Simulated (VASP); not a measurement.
# Hf (P6/mmm) in VASP: further runs

The runs below take Hf through relaxation of cell and atoms, single point, with PBE.

Program: VASP 6.6.1. These are calculated values, not measurements. Logs are shortened: lines on timing, memory, paths and dates and some standing lists are left out, and cuts for length are marked.

## (1) The cell of the first run

Symmetry: P6/mmm, No. 191, hexagonal system. The conventional cell has a = 3.066 Å, b = 3.066 Å, c = 2.882 Å, α = 90.00°, β = 90.00°, γ = 120.00°. Within 3.8 Å of Hf (site symmetry 6/mmm) lie 8 Hf at 2.88 to 3.07 Å.

This isn't the form of Hf at room conditions, which is hcp.

## (2) Relaxation of cell and atoms, PBE

INCAR reads:

```
ALGO = Normal ; EDIFF = 1E-6
EDIFFG = -0.005 ; ENCUT = 600
GGA = PE ; IBRION = 2
ISIF = 3 ; ISMEAR = -1
LASPH = True ; LCHARG = False
LREAL = False ; LWAVE = False
NELM = 60 ; NSW = 60
PREC = Accurate ; SIGMA = 0.1
```

KPOINTS reads:

```
k-points
0
Gamma
  16 16 15
```

POSCAR reads:

```
Hf
1.0
    3.0660394123      0.0000000000      0.0000000000
   -1.5330197062      2.6552680200      0.0000000000
    0.0000000000      0.0000000000      2.8820770476
Hf
1
Direct
    0.0000000000      0.0000000000      0.0000000000
```

Potentials or basis: VASP PAW PBE potentials, release 64 (Hf_pv).

The run is started by

```console
$ cat potpaw_PBE.64/Hf_pv/POTCAR > POTCAR
$ mpirun -np 1 vasp_std > vasp.out
```

OUTCAR:

```text
EDIFF = 1E-6
   EDIFFG = -0.005
   ENCUT = 600
   GGA = PE
   IBRION = 2
   ISIF = 3
   ISMEAR = -1
   LASPH = True
   LREAL = False
   NELM = 60
   NSW = 60
   PREC = Accurate

 ion  position               nearest neighbor table
   1  0.000  0.000  0.000-

  LATTYP: Found a hexagonal cell.
 ALAT       =     3.0660394123
 C/A-ratio  =     0.9400000000

  Lattice vectors:

 A1 = (   3.0660394123,   0.0000000000,   0.0000000000)
 A2 = (  -1.5330197062,   2.6552680200,   0.0000000000)
 A3 = (   0.0000000000,   0.0000000000,   2.8820770476)

Analysis of symmetry for initial positions (statically):
=====================================================================
 Subroutine PRICEL returns:
 Original cell was already a primitive cell.

 Routine SETGRP: Setting up the symmetry group for a
 hexagonal supercell.

 Subroutine GETGRP returns: Found 24 space group operations
 (whereof 24 operations were pure point group operations)
 out of a pool of 24 trial point group operations.

The static configuration has the point symmetry D_6h.

Analysis of symmetry for dynamics (positions and initial velocities):
=====================================================================
 Subroutine PRICEL returns:
 Original cell was already a primitive cell.

 Routine SETGRP: Setting up the symmetry group for a
 hexagonal supercell.

 Subroutine GETGRP returns: Found 24 space group operations
 (whereof 24 operations were pure point group operations)
 out of a pool of 24 trial point group operations.

The dynamic configuration has the point symmetry D_6h.

 Subroutine INISYM returns: Found 24 space group operations
 (whereof 24 operations are pure point group operations),
 and found     1 'primitive' translations

----------------------------------------------------------------------------------------

                                     Primitive cell

  volume of cell :      23.4634

  direct lattice vectors                    reciprocal lattice vectors
     3.066039412  0.000000000  0.000000000     0.326153668  0.188304908  0.000000000
    -1.533019706  2.655268020  0.000000000     0.000000000  0.376609816  0.000000000
     0.000000000  0.000000000  2.882077048     0.000000000  0.000000000  0.346971987

  length of vectors
     3.066039412  3.066039412  2.882077048     0.376609816  0.376609816  0.346971987

  position of ions in fractional coordinates (direct lattice)
     0.000000000  0.000000000  0.000000000

  ion indices of the primitive-cell ions
   primitive index   ion index
                 1           1

----------------------------------------------------------------------------------------

 KPOINTS: k-points

Automatic generation of k-mesh.
 Grid dimensions read from file:
 generate k-points for:   16   16   15

 Generating k-lattice:

  Cartesian coordinates                     Fractional coordinates (reciprocal lattice)
     0.020384604  0.011769057  0.000000000     0.062500000  0.000000000  0.000000000
     0.000000000  0.023538113  0.000000000     0.000000000  0.062500000  0.000000000
     0.000000000  0.000000000  0.023131466     0.000000000  0.000000000  0.066666667

  Length of vectors
     0.023538113  0.023538113  0.023131466

  Shift w.r.t. Gamma in fractional coordinates (k-lattice)
     0.000000000  0.000000000  0.000000000

 Subroutine IBZKPT returns following result:
 ===========================================

 Found    240 irreducible k-points:

 Following reciprocal coordinates:
            Coordinates               Weight
  0.000000  0.000000  0.000000      1.000000
  0.062500  0.000000  0.000000      6.000000
  0.125000  0.000000  0.000000      6.000000
  0.187500  0.000000  0.000000      6.000000
  0.250000  0.000000  0.000000      6.000000
  0.312500  0.000000  0.000000      6.000000
[... 16 lines left out ...]
  0.187500  0.187500  0.000000      6.000000
  0.250000  0.187500  0.000000     12.000000
 [... further k-points ...]
   k-points           NKPTS =    240   k-points in BZ     NKDIM =    240   number of bands    NBANDS=      9
   number of dos      NEDOS =    301   number of ions     NIONS =      1
   total plane-waves  NPLWV =  13824
   dimension x,y,z NGX =    24 NGY =   24 NGZ =   24
   dimension x,y,z NGXF=    48 NGYF=   48 NGZF=   48
   ions per type =               1
   NGX,Y,Z   is equivalent  to a cutoff of  13.01, 13.01, 13.84 a.u.
   NGXF,Y,Z  is equivalent  to a cutoff of  26.03, 26.03, 27.69 a.u.
 SYSTEM =  unknown system
   PREC   = accura    normal or accurate (medium, high low for compatibility)
   ISTART =      0    job   : 0-new  1-cont  2-samecut
   ICHARG =      2    charge: 1-file 2-atom 10-const
   ISPIN  =      1    spin polarized calculation?
   LNONCOLLINEAR =      F non collinear calculations
   LSORBIT =      F    spin-orbit coupling
   LASPH  =      T    aspherical Exc in radial PAW
   ENCUT  =  600.0 eV  44.10 Ry    6.64 a.u.   6.12  6.12  5.76*2*pi/ulx,y,z
   NELM   =     60;   NELMIN=  2; NELMDL= -5     # of ELM steps
   EDIFF  = 0.1E-05   stopping-criterion for ELM
   LREAL  =      F    real-space projection
   EDIFFG = -.5E-02   stopping-criterion for IOM
   NSW    =     60    number of steps for IOM
   IBRION =      2    ionic relax: 0-MD 1-quasi-New 2-CG
   NFREE  =      1    steps in history (QN), initial steepest desc. (CG)
   ISIF   =      3    stress and relaxation
   ISYM   =      2    0-nonsym 1-usesym 2-fastsym
   POTIM  = 0.5000    time-step for ionic-motion
   TEBEG  =    0.0;   TEEND  =   0.0 temperature during run
   PSTRESS=    0.0 pullay stress
   NELECT =      10.0000    total number of electrons
   NUPDOWN=      -1.0000    fix difference up-down
   EMIN   =  10.00;   EMAX   =-10.00  energy-range for DOS
   EFERMI =   0.00;   METHOD = LEGACY
   ISMEAR =    -1;   SIGMA  =   0.10  broadening in eV -4-tet -1-fermi 0-gaus
   EFERMI_NEDOS =   21; number of points for ismear=-14 and -15
   IALGO  =     38    algorithm
   IMIX   =      4    mixing-type and parameters
     AMIX     =   0.40;   BMIX     =  1.00
     AMIX_MAG =   1.60;   BMIX_MAG =  1.00
  volume/ion in A,a.u.               =      23.46       158.34
  Fermi-wavevector in a.u.,A,eV,Ry     =   1.232001  2.328144 20.651271  1.517826
  Thomas-Fermi vector in A             =   2.366788
   LORBIT       =      0    0 simple, 1 ext, 2 COOP (PROOUT), +10 PAW based schemes
   GGA     = PE    functional components
   LHFCALC =     F    Hartree Fock is set to
   AEXX    =    0.0000 exact exchange contribution
   IVDW    =     0    specifies the selected vdW correction
   LEPSILON=     F    determine dielectric tensor
   LRPA    =     F    only Hartree local field effects (RPA)
 conjugate gradient relaxation of ions
 non-spin polarized calculation
  energy-cutoff  :      600.00
  volume of cell :       23.46
 maximum number of plane-waves:       806
   NGX = 13   NGY = 13   NGZ = 11

--------------------------------------- Ionic step        1  -------------------------------------------

 number of electron      10.0000001 magnetization

 Free energy of the ion-electron system (eV)
  ---------------------------------------------------
  ext. energy  EPLUGINS =         0.00000000
  ---------------------------------------------------
  free energy    TOTEN  =        -9.42505526 eV

  energy without entropy =       -9.38363597  energy(sigma->0) =       -9.40434561

------------------------ aborting loop because EDIFF is reached ----------------------------------------

  FORCE on cell =-STRESS in cart. coord.  units (eV):
  Direction    XX          YY          ZZ          XY          YZ          ZX
  --------------------------------------------------------------------------------------
  -------------------------------------------------------------------------------------
  Total       -0.6494858     -0.6494858      0.8330723      0.0000000      0.0000000     -0.0000000
  in kB      -44.3494793    -44.3494793     56.8855014      0.0000000      0.0000000     -0.0000000
  external PRESSURE =     -10.6044857 kB  Pullay stress =       0.0000000 kB
[... 86 lines left out ...]
  FREE ENERGIE OF THE ION-ELECTRON SYSTEM (eV)
  ---------------------------------------------------
  free  energy   TOTEN  =        -9.4622310933 eV

  energy  without entropy=       -9.4383500741  energy(sigma->0) =       -9.45029058

[... ionic steps 4 to 11 ...]

--------------------------------------- Ionic step       12  -------------------------------------------

 number of electron       9.9999998 magnetization

------------------------ aborting loop because EDIFF is reached ----------------------------------------

  FORCE on cell =-STRESS in cart. coord.  units (eV):
  Direction    XX          YY          ZZ          XY          YZ          ZX
  --------------------------------------------------------------------------------------
  -------------------------------------------------------------------------------------
  Total        0.0077695      0.0077695      0.0012485     -0.0000000     -0.0000000      0.0000000
  in kB        0.5351213      0.5351213      0.0859900     -0.0000000     -0.0000000      0.0000000
  external PRESSURE =       0.3854109 kB  Pullay stress =       0.0000000 kB
[... 55 lines left out ...]
  energy  without entropy=       -9.4395757054  energy(sigma->0) =       -9.45144295

--------------------------------------- Ionic step       14  -------------------------------------------

 number of electron       9.9999998 magnetization

 Free energy of the ion-electron system (eV)
  ---------------------------------------------------
  ext. energy  EPLUGINS =         0.00000000
  ---------------------------------------------------
  free energy    TOTEN  =        -9.46331061 eV

  energy without entropy =       -9.43956859  energy(sigma->0) =       -9.45143960

 E-fermi :   4.2379     XC(G=0): -11.0492

 val. band max:        4.2336321916   @ k =   0.5000   0.0000   0.1333
 cond. band min:       4.2391459637   @ k =   0.3750   0.2500   0.0000
 fundamental gap:      0.0055137721
 Fermi energy:         4.2378647107

 k-point     1 :       0.0000    0.0000    0.0000
  band No.  band energies     occupation
      1     -25.8133      2.00000
      2     -25.5669      2.00000
      3     -25.5669      2.00000
      4      -2.5265      2.00000
      5       2.7392      2.00000
      6       5.9946      0.00000
      7       5.9946      0.00000
      8      10.8980      0.00000
      9      10.8980      0.00000
[... 265 lines left out ...]
 k-point    24 :       0.2500    0.1875    0.0000
  band No.  band energies     occupation
      1     -26.3789      2.00000
      2     -25.9116      2.00000
      3     -25.7012      2.00000
      4       1.2589      2.00000
      5       3.4438      1.99929
      6       4.4063      0.31317
      7       7.4603      0.00000
      8       9.4327      0.00000
      9      10.4301      0.00000

 [... further k-points ...]

------------------------ aborting loop because EDIFF is reached ----------------------------------------

  FORCE on cell =-STRESS in cart. coord.  units (eV):
  Direction    XX          YY          ZZ          XY          YZ          ZX
  --------------------------------------------------------------------------------------
  -------------------------------------------------------------------------------------
  Total       -0.0023124     -0.0023124     -0.0022391      0.0000000     -0.0000000     -0.0000000
  in kB       -0.1591873     -0.1591873     -0.1541392      0.0000000     -0.0000000     -0.0000000
  external PRESSURE =      -0.1575046 kB  Pullay stress =       0.0000000 kB
[... 16 lines left out ...]
  FREE ENERGIE OF THE ION-ELECTRON SYSTEM (eV)
  ---------------------------------------------------
  free  energy   TOTEN  =        -9.4633106148 eV

  energy  without entropy=       -9.4395685928  energy(sigma->0) =       -9.45143960

 reached required accuracy - stopping structural energy minimisation
```

Run time: 68 s. Hardware: 1 thread of Intel Xeon 6975P-C (Granite Rapids), shared host; peak memory 0.2 GiB.

What came out:

```yaml
Free_energy: -9.4633 eV
Relaxed_volume: 23.27 Å³/atom
Relaxed_cell: a = 2.992 Å, b = 2.992 Å, c = 3.002 Å, α = 90.00°, β = 90.00°, γ = 120.00°
Space_group_after_relaxing_to_0.1_Å: P6/mmm (No. 191)
Energy_gained_by_relaxing: 38.3 meV/atom
Ionic_steps: 14
Pressure_after_relaxing: 0.0 GPa
Band_gap_on_the_k_mesh: zero (bands 5 and 6 overlap by 0.52 eV)
```

The path:
```csv
step,energy change (eV),largest force (eV/Å),pressure (GPa),volume (Å³)
1,0.0000,0.0000,-1.06,23.46
2,-0.0360,0.0000,1.59,22.90
3,-0.0372,0.0000,1.11,22.98
4,-0.0377,0.0000,-0.70,23.47
5,-0.0383,0.0000,0.03,23.26
6,-0.0382,0.0000,0.06,23.26
7,-0.0383,0.0000,0.01,23.27
8,-0.0383,0.0000,0.02,23.26
9,-0.0383,0.0000,0.02,23.26
10,-0.0383,0.0000,0.04,23.26
11,-0.0383,0.0000,0.04,23.26
12,-0.0383,0.0000,0.04,23.26
13,-0.0383,0.0000,0.03,23.26
14,-0.0383,0.0000,-0.02,23.27
```

Final structure:
```
CELL_PARAMETERS angstrom
2.99194 0.00000 0.00000
-1.49597 2.59110 0.00000
0.00000 0.00000 3.00219
ATOMIC_POSITIONS crystal
Hf 0.00000 0.00000 0.00000
```

Levels at points of the mesh, in eV from the Fermi level:
```csv
k point,band 3,band 4,band 5,band 6,band 7,band 8
"(0.00, 0.00, 0.00)",-29.80,-6.76,-1.50,1.76,1.76,6.66
"(0.50, 0.00, 0.00)",-29.92,-3.25,-0.61,0.93,2.55,5.77
```

Caveat: spin-orbit coupling is left out, which moves the levels of the heavy elements.

## (3) Single point, PBE

This run uses another cell than the first one, of 20.56 Å³/atom.

INCAR reads:

```
ALGO = Normal
EDIFF = 1E-6
ENCUT = 520
GGA = PE
ISIF = 2
ISMEAR = -1
LASPH = T
LCHARG = F
LREAL = F
LWAVE = F
NBANDS = 11
NELM = 60
PREC = Accurate
SIGMA = 0.1
```

KPOINTS is that of step 2.

POSCAR reads:

```
Hf
1.0
    2.8812241499      0.0000000000      0.0000000000
   -1.4406120750      2.4952133078      0.0000000000
    0.0000000000      0.0000000000      2.8598078727
Hf
1
Direct
    0.0000000000      0.0000000000      0.0000000000
```

Potentials or basis: VASP PAW PBE potentials, release 64 (Hf_pv).

The run is started by

```console
$ cat potpaw_PBE.64/Hf_pv/POTCAR > POTCAR
$ mpirun -np 1 vasp_std > vasp.out
```

Wall time 48 s (1 thread of Intel Xeon 8259CL, shared host); peak memory 0.18 GiB.

The run converged. Its results:

```
Free energy            : -9.3568 eV
Pressure               : 13.8 GPa
Band gap on the k mesh : zero (bands 5 and 6 overlap by 0.41 eV)
```

Stress tensor (GPa, compression positive):
```
13.73  0.00  0.00
 0.00 13.73  0.00
 0.00  0.00 13.86
```

Levels at points of the mesh, in eV from the Fermi level:
```csv
k point,band 2,band 3,band 4,band 5,band 6,band 7,band 8,band 9
"(0.00, 0.00, 0.00)",-29.38,-29.38,-7.12,-1.83,1.82,1.82,7.64,7.64
"(0.50, 0.00, 0.00)",-29.72,-29.46,-3.61,-0.78,1.33,2.88,6.60,8.60
```

Caveat: the cell stands under pressure; spin-orbit coupling is left out, which moves the levels of the heavy elements.

[end of part 1 of 2]
